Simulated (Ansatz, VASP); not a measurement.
Two plane-wave programs on V

File INCAR:

```
SYSTEM = V
AGGAC = 1.0
AGGAX = 1.0
ALDAC = 0.0
ALDAX = 1.0
ALGO = Normal
EDIFF = 1E-6
ENCUT = 520
GGA = B5
ISIF = 2
ISMEAR = -1
LASPH = .True.
LCHARG = .True.
LELF = .True.
LREAL = .False.
LVHAR = .True.
LWAVE = .False.
NBANDS = 20
NELM = 80
PREC = Accurate
SIGMA = 0.1
```

The input KPOINTS:

```
k-points
0
Gamma
  16 16 14
  0 0 0
```

POSCAR

```
V
1.0
   -3.1111266108      3.1103898503      1.1965154409
    3.1103898503     -3.1111266108      1.1965154409
    1.7374046460      1.7374046460     -1.1978648190
V
2
Direct
    0.0000005475      0.9999994525      1.0000000000
    0.7499994525      0.2500005475      0.5000000000
```

Input for Ansatz:

```yaml
crystal:
  lattice:
    - [-3.1111266108, 3.1103898503, 1.1965154409]
    - [3.1103898503, -3.1111266108, 1.1965154409]
    - [1.737404646, 1.737404646, -1.197864819]
  atoms:
    - { symbol: V, position: [5.475e-07, 0.9999994525, 1.0] }
    - { symbol: V, position: [0.7499994525, 0.2500005475, 0.5] }
hamiltonian:
  xc: blyp
  pseudopotentials:
    kind: paw
    azcp:
      V: "pseudopotentials/V.paw.azcp"
basis:
  ecutwfc: 420
  fft_grid_basis: typed
kpoints:
  mp_grid: { grid: [16, 16, 14], shift: [0, 0, 0] }
magnetization:
  spin_polarized: false
scf:
  occupations: { method: fermi_dirac, width: 0.1 }
  lower_state_search: "off"
output:
  stress: true
  write_density: true
  write_potential: true
  elf: true
  volumetric_format: npy
```

Alike in both runs: task single point; functional BLYP; k mesh 16 × 16 × 14; occupations fermi-dirac, width 0.1 eV; no spin polarisation.

```csv
,VASP,Ansatz
version,VASP 6.6.1,Ansatz 0.2.0
potentials or method,"VASP PAW PBE potentials, release 64 (V_sv), cutoff 520 eV","plane waves (420 eV) with PAW, scalar-relativistic"
valence electrons in the cell,26,26
```

```tsv
	VASP	Ansatz	Ansatz less VASP
pressure (GPa)	16.4	16.0	-0.40
traceless stress, the component that is largest in VASP (GPa)	0.51	0.35	-0.163
```

VASP's potentials were made for PBE, not for BLYP.
